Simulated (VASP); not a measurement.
# SnTe (Fm-3m) in VASP: further runs

Aim: see how the results for SnTe move with the level of theory and the settings. Levels: PBE exchange alone, LDA. Tasks: single point.

All numbers are computed with VASP 6.6.1; they aren't measurements. Logs are shortened: lines on timing, memory, paths and dates and some standing lists are left out, and cuts for length are marked.

## 1. The cell of the first run

Symmetry: Fm-3m, No. 225, cubic system. The conventional cell has a = 6.343 Å, b = 6.343 Å, c = 6.343 Å, α = 90.00°, β = 90.00°, γ = 90.00°. Te (site symmetry m-3m) has 6 Sn at 3.17 Å within 4.2 Å. Within 4.2 Å of Sn (site symmetry m-3m) lie 6 Te at 3.17 Å.

## 2. Single point, PBE exchange alone

The input, INCAR:

```
PREC = Accurate
ENCUT = 520
EDIFF = 1E-7
ISMEAR = -1
SIGMA = 0.05
LREAL = False
LASPH = True
NELM = 100
ALGO = Normal
ISIF = 2
LWAVE = False
LCHARG = False
GGA = PE
ALDAC = 0.0
AGGAC = 0.0
NBANDS = 17
```

The input, KPOINTS:

```
regular mesh
0
Gamma
  7 7 7
```

The input, POSCAR:

```
SnTe
1.0
    0.0000000000      3.1717171644      3.1717171644
    3.1717171644      0.0000000000      3.1717171644
    3.1717171644      3.1717171644      0.0000000000
Te Sn
1 1
Direct
    0.5000000000      0.5000000000      0.5000000000
    0.0000000000      0.0000000000      0.0000000000
```

Potentials or basis: VASP PAW PBE potentials, release 64 (Te, Sn_d).

The run is started by

```sh
$ cat potpaw_PBE.64/Te/POTCAR potpaw_PBE.64/Sn_d/POTCAR > POTCAR
$ mpirun -np 1 vasp_std > vasp.out
```

OUTCAR:

```text
PREC = Accurate
   ENCUT = 520
   EDIFF = 1E-7
   ISMEAR = -1
   LREAL = False
   LASPH = True
   NELM = 100
   ISIF = 2
   GGA = PE

 ion  position               nearest neighbor table
   1  0.500  0.500  0.500-   2 3.17   2 3.17   2 3.17   2 3.17   2 3.17   2 3.17
   2  0.000  0.000  0.000-   1 3.17   1 3.17   1 3.17   1 3.17   1 3.17   1 3.17

  LATTYP: Found a face centered cubic cell.
 ALAT       =     6.3434343288

  Lattice vectors:

 A1 = (   0.0000000000,   3.1717171644,   3.1717171644)
 A2 = (   3.1717171644,   0.0000000000,   3.1717171644)
 A3 = (   3.1717171644,   3.1717171644,   0.0000000000)

Analysis of symmetry for initial positions (statically):
[... 33 lines left out ...]
                                     Primitive cell

  volume of cell :      63.8136

  direct lattice vectors                    reciprocal lattice vectors
     0.000000000  3.171717164  3.171717164    -0.157643312  0.157643312  0.157643312
     3.171717164  0.000000000  3.171717164     0.157643312 -0.157643312  0.157643312
     3.171717164  3.171717164  0.000000000     0.157643312  0.157643312 -0.157643312

  length of vectors
     4.485485430  4.485485430  4.485485430     0.273046227  0.273046227  0.273046227

  position of ions in fractional coordinates (direct lattice)
     0.500000000  0.500000000  0.500000000
     0.000000000  0.000000000  0.000000000

  ion indices of the primitive-cell ions
   primitive index   ion index
                 1           1
                 2           2

----------------------------------------------------------------------------------------

 KPOINTS: regular mesh

Automatic generation of k-mesh.
 Grid dimensions read from file:
 generate k-points for:    7    7    7

 Generating k-lattice:

  Cartesian coordinates                     Fractional coordinates (reciprocal lattice)
    -0.022520473  0.022520473  0.022520473     0.142857143  0.000000000  0.000000000
     0.022520473 -0.022520473  0.022520473     0.000000000  0.142857143  0.000000000
     0.022520473  0.022520473 -0.022520473     0.000000000  0.000000000  0.142857143

  Length of vectors
     0.039006604  0.039006604  0.039006604

  Shift w.r.t. Gamma in fractional coordinates (k-lattice)
     0.000000000  0.000000000  0.000000000

 Subroutine IBZKPT returns following result:
 ===========================================

 Found     20 irreducible k-points:

 Following reciprocal coordinates:
[... 34 lines left out ...]
   LNONCOLLINEAR =      F non collinear calculations
   LSORBIT =      F    spin-orbit coupling
   LASPH  =      T    aspherical Exc in radial PAW
   ENCUT  =  520.0 eV  38.22 Ry    6.18 a.u.   8.34  8.34  8.34*2*pi/ulx,y,z
   NELM   =    100;   NELMIN=  2; NELMDL= -5     # of ELM steps
   EDIFF  = 0.1E-06   stopping-criterion for ELM
   LREAL  =      F    real-space projection
   EDIFFG = 0.1E-05   stopping-criterion for IOM
   NSW    =      0    number of steps for IOM
   IBRION =     -1    ionic relax: 0-MD 1-quasi-New 2-CG
   NFREE  =      0    steps in history (QN), initial steepest desc. (CG)
   ISIF   =      2    stress and relaxation
   ISYM   =      2    0-nonsym 1-usesym 2-fastsym
   POTIM  = 0.5000    time-step for ionic-motion
   TEBEG  =    0.0;   TEEND  =   0.0 temperature during run
   PSTRESS=    0.0 pullay stress
   NELECT =      20.0000    total number of electrons
   NUPDOWN=      -1.0000    fix difference up-down
   EMIN   =  10.00;   EMAX   =-10.00  energy-range for DOS
   EFERMI =   0.00;   METHOD = LEGACY
   ISMEAR =    -1;   SIGMA  =   0.05  broadening in eV -4-tet -1-fermi 0-gaus
   EFERMI_NEDOS =   21; number of points for ismear=-14 and -15
   IALGO  =     38    algorithm
   IMIX   =      4    mixing-type and parameters
     AMIX     =   0.40;   BMIX     =  1.00
     AMIX_MAG =   1.60;   BMIX_MAG =  1.00
  volume/ion in A,a.u.               =      31.91       215.32
  Fermi-wavevector in a.u.,A,eV,Ry     =   1.112023  2.101418 16.824894  1.236595
  Thomas-Fermi vector in A             =   2.248592
   LORBIT       =      0    0 simple, 1 ext, 2 COOP (PROOUT), +10 PAW based schemes
   GGA     = PE    functional components
   LHFCALC =     F    Hartree Fock is set to
   AEXX    =    0.0000 exact exchange contribution
   IVDW    =     0    specifies the selected vdW correction
   LEPSILON=     F    determine dielectric tensor
   LRPA    =     F    only Hartree local field effects (RPA)
 non-spin polarized calculation
  energy-cutoff  :      520.00
  volume of cell :       63.81
 maximum number of plane-waves:      1759
 NGX is ok and might be reduce to    36
   NGX = 17   NGY = 17   NGZ = 17

 number of electron      20.0000001 magnetization

 Free energy of the ion-electron system (eV)
  ---------------------------------------------------
  ext. energy  EPLUGINS =         0.00000000
  ---------------------------------------------------
  free energy    TOTEN  =        -4.90706392 eV

  energy without entropy =       -4.90700356  energy(sigma->0) =       -4.90703374

 E-fermi :   8.3039     XC(G=0):  -7.7669

 val. band max:        7.9788436083   @ k =   0.4286   0.0000   0.0000
 cond. band min:       8.6649787907   @ k =   0.4286   0.0000   0.0000
 fundamental gap:      0.6861351824
 Fermi energy:         8.3039081836

 k-point     1 :       0.0000    0.0000    0.0000
  band No.  band energies     occupation
      1     -13.5076      2.00000
      2     -13.5076      2.00000
      3     -13.5007      2.00000
      4     -13.5007      2.00000
      5     -13.5007      2.00000
      6      -4.4447      2.00000
[... 377 lines left out ...]
      4     -13.4960      2.00000
      5     -13.4912      2.00000
      6      -2.8893      2.00000
[... 9 lines left out ...]
     16      18.1416      0.00000
     17      18.7015      0.00000

------------------------ aborting loop because EDIFF is reached ----------------------------------------

  FORCE on cell =-STRESS in cart. coord.  units (eV):
  Direction    XX          YY          ZZ          XY          YZ          ZX
  --------------------------------------------------------------------------------------
  -------------------------------------------------------------------------------------
  Total        3.9777871      3.9777871      3.9777871     -0.0000000      0.0000000      0.0000000
  in kB       99.8708548     99.8708548     99.8708548     -0.0000000      0.0000000      0.0000000
  external PRESSURE =      99.8708548 kB  Pullay stress =       0.0000000 kB

 VOLUME and BASIS-vectors are now :
 -----------------------------------------------------------------------------
  energy-cutoff  :      520.00
  volume of cell :       63.81
      direct lattice vectors                 reciprocal lattice vectors
     0.000000000  3.171717164  3.171717164    -0.157643312  0.157643312  0.157643312
     3.171717164  0.000000000  3.171717164     0.157643312 -0.157643312  0.157643312
     3.171717164  3.171717164  0.000000000     0.157643312  0.157643312 -0.157643312

 POSITION                                       TOTAL-FORCE (eV/Angst)
 -----------------------------------------------------------------------------------
      3.17172      3.17172      3.17172        -0.000000      0.000000     -0.000000
      0.00000      0.00000      0.00000         0.000000      0.000000      0.000000
 -----------------------------------------------------------------------------------
    total drift:                               -0.000000      0.000000      0.000000

  FREE ENERGIE OF THE ION-ELECTRON SYSTEM (eV)
  ---------------------------------------------------
  free  energy   TOTEN  =        -4.9070639167 eV

  energy  without entropy=       -4.9070035632  energy(sigma->0) =       -4.90703374
```

Run time: 15 s. Hardware: 1 thread of Intel Xeon Platinum 8488C (Sapphire Rapids), shared host; peak memory 0.2 GiB.

Results:

| Quantity | Value |
| --- | --- |
| Free energy | -4.9071 eV |
| Pressure | 10.0 GPa |

Caveat: this odd mesh misses L, where the gap lies, so gap, dielectric constants and Born charges aren't listed; spin-orbit coupling is left out, which moves the levels of the heavy elements.

## 3. Single point, LDA

This run uses another cell than the first one, of 32.53 Å³/atom, 1.020 times its volume.

The input, INCAR:

```
PREC     = Accurate       # precision mode
ENCUT    = 520            # plane-wave cutoff, eV
EDIFF    = 1E-6           # SCF threshold, eV
ISMEAR   = -1             # smearing method
SIGMA    = 0.05           # smearing width, eV
LREAL    = False          # projectors in reciprocal space
LASPH    = True           # aspherical terms in the spheres
NELM     = 100            # most SCF steps
ALGO     = Normal         # electronic algorithm
ISIF     = 2              # what is computed and relaxed
LWAVE    = False          # write WAVECAR
LCHARG   = True           # write CHGCAR
LELF     = True           # ELF
LVHAR    = True         
NBANDS   = 17             # bands
```

The input, KPOINTS:

```
Automatic mesh
0
Gamma
  7 7 7
```

The input, POSCAR:

```
SnTe
1.0
    0.0000000000      3.1923133075      3.1923133075
    3.1923133075      0.0000000000      3.1923133075
    3.1923133075      3.1923133075      0.0000000000
Te Sn
1 1
Direct
    0.5000000000      0.5000000000      0.5000000000
    0.0000000000      0.0000000000      0.0000000000
```

Potentials or basis: VASP PAW LDA potentials, release 64 (Te, Sn_d).

The run is started by

```sh
$ cat potpaw_LDA.64/Te/POTCAR potpaw_LDA.64/Sn_d/POTCAR > POTCAR
$ mpirun -np 1 vasp_std > vasp.out
```

OUTCAR:

```text
PREC = Accurate
   ENCUT = 520
   EDIFF = 1E-6
   ISMEAR = -1
   LREAL = False
   LASPH = True
   NELM = 100
   ISIF = 2

 ion  position               nearest neighbor table
   1  0.500  0.500  0.500-   2 3.19   2 3.19   2 3.19   2 3.19   2 3.19   2 3.19
   2  0.000  0.000  0.000-   1 3.19   1 3.19   1 3.19   1 3.19   1 3.19   1 3.19

  LATTYP: Found a face centered cubic cell.
 ALAT       =     6.3846266150

  Lattice vectors:

 A1 = (   0.0000000000,   3.1923133075,   3.1923133075)
[... 579 lines left out ...]
------------------------ aborting loop because EDIFF is reached ----------------------------------------

  FORCE on cell =-STRESS in cart. coord.  units (eV):
  Direction    XX          YY          ZZ          XY          YZ          ZX
  --------------------------------------------------------------------------------------
  -------------------------------------------------------------------------------------
  Total       -1.2563981     -1.2563981     -1.2563981      0.0000000      0.0000000     -0.0000000
  in kB      -30.9379363    -30.9379363    -30.9379363      0.0000000      0.0000000     -0.0000000
  external PRESSURE =     -30.9379363 kB  Pullay stress =       0.0000000 kB

 VOLUME and BASIS-vectors are now :
 -----------------------------------------------------------------------------
  energy-cutoff  :      520.00
  volume of cell :       65.06
      direct lattice vectors                 reciprocal lattice vectors
     0.000000000  3.192313308  3.192313308    -0.156626231  0.156626231  0.156626231
     3.192313308  0.000000000  3.192313308     0.156626231 -0.156626231  0.156626231
     3.192313308  3.192313308  0.000000000     0.156626231  0.156626231 -0.156626231

 POSITION                                       TOTAL-FORCE (eV/Angst)
 -----------------------------------------------------------------------------------
      3.19231      3.19231      3.19231         0.000000      0.000000      0.000000
      0.00000      0.00000      0.00000        -0.000000     -0.000000     -0.000000
 -----------------------------------------------------------------------------------
    total drift:                               -0.000000      0.000000      0.000000

  FREE ENERGIE OF THE ION-ELECTRON SYSTEM (eV)
  ---------------------------------------------------
  free  energy   TOTEN  =        -8.7938223763 eV

  energy  without entropy=       -8.7937567409  energy(sigma->0) =       -8.79378956
```

OSZICAR:

```text
N       E                     dE             d eps       ncg     rms          rms(c)
DAV:   1     0.124426890395E+03    0.12443E+03   -0.95953E+03   681   0.135E+03
DAV:   2     0.296156718279E+01   -0.12147E+03   -0.11853E+03   706   0.323E+02
DAV:   3    -0.852874284639E+01   -0.11490E+02   -0.11416E+02   881   0.897E+01
DAV:   4    -0.885528686924E+01   -0.32654E+00   -0.32626E+00   768   0.156E+01
DAV:   5    -0.886838090990E+01   -0.13094E-01   -0.13094E-01  1005   0.312E+00    0.421E+00
DAV:   6    -0.879866474830E+01    0.69716E-01   -0.15553E-01   918   0.254E+00    0.270E+00
DAV:   7    -0.879464213910E+01    0.40226E-02   -0.45160E-02   829   0.101E+00    0.846E-01
DAV:   8    -0.879385430221E+01    0.78784E-03   -0.64035E-03   871   0.611E-01    0.139E-01
DAV:   9    -0.879384736839E+01    0.69338E-05   -0.83962E-04   978   0.222E-01    0.396E-02
DAV:  10    -0.879382503155E+01    0.22337E-04   -0.72433E-05   893   0.650E-02    0.273E-02
DAV:  11    -0.879382226352E+01    0.27680E-05   -0.33929E-05   881   0.384E-02    0.213E-02
DAV:  12    -0.879382237627E+01   -0.11275E-06   -0.24111E-06   681   0.797E-03
   1 F= -.87938224E+01 E0= -.87937896E+01  d E =-.656354E-04
```

It took 12 s on 1 thread of Intel Xeon Platinum 8488C (Sapphire Rapids), shared host; peak memory 0.17 GiB.

Results:

```yaml
Free_energy: -8.7938 eV
Pressure: -3.1 GPa
```

Caveat: this odd mesh misses L, where the gap lies, so gap, dielectric constants and Born charges aren't listed; spin-orbit coupling is left out, which moves the levels of the heavy elements.

## 4. Single point, LDA

This run uses another cell than the first one, of 33.16 Å³/atom, 1.039 times its volume.

The input, INCAR:

```
PREC = Accurate
ENCUT = 520
EDIFF = 1E-6
ISMEAR = -1
SIGMA = 0.05
LREAL = False
LASPH = True
NELM = 80
ALGO = Normal
ISIF = 2
LWAVE = False
LCHARG = False
NBANDS = 17
```

The input, KPOINTS:

```
regular mesh
0
Gamma
  7 7 7
```

The input, POSCAR:

```
SnTe
1.0
    0.0000000000      3.2126470615      3.2126470615
    3.2126470615      0.0000000000      3.2126470615
    3.2126470615      3.2126470615      0.0000000000
Te Sn
1 1
Direct
    0.5000000000      0.5000000000      0.5000000000
    0.0000000000      0.0000000000      0.0000000000
```

The run is started by

```sh
$ cat potpaw_LDA.64/Te/POTCAR potpaw_LDA.64/Sn_d/POTCAR > POTCAR
$ mpirun -np 1 vasp_std > vasp.out
```

It took 12 s on 1 thread of Intel Xeon Platinum 8488C (Sapphire Rapids), shared host; peak memory 0.18 GiB.

The run converged. Its results:

* Free energy: -8.7674 eV
* Pressure: -3.8 GPa

Levels at points of the mesh, in eV from the Fermi level:
| k point | band 7 | band 8 | band 9 | band 10 | band 11 | band 12 | band 13 | band 14 |
| --- | --- | --- | --- | --- | --- | --- | --- | --- |
| (0.00, 0.00, 0.00) | -5.00 | -1.95 | -1.95 | -1.95 | 3.17 | 3.17 | 3.17 | 4.89 |

Caveat: this odd mesh misses L, where the gap lies, so gap, dielectric constants and Born charges aren't listed; spin-orbit coupling is left out, which moves the levels of the heavy elements.

## 5. Overview

| level | potentials or basis | cell | pressure (GPa) |
| --- | --- | --- | --- |
| PBE exchange alone | VASP PAW PBE potentials, release 64 (Te, Sn_d) | a = 4.485 Å, angles 60.0°, 2 atoms | 10.0 |
| LDA | VASP PAW LDA potentials, release 64 (Te, Sn_d) | a = 4.515 Å, angles 60.0°, 2 atoms | -3.1 |
| LDA | VASP PAW LDA potentials, release 64 (Te, Sn_d) | a = 4.543 Å, angles 60.0°, 2 atoms | -3.8 |

Alike in all rows: task single point; no spin polarisation; k mesh 7 × 7 × 7; cutoff (eV) 520; smearing fermi-dirac 0.05 eV.

Caveats: spin-orbit coupling is left out, which moves the levels of the heavy elements.

Total energies depend on the potentials used, so only differences within one code and one set of settings carry meaning.
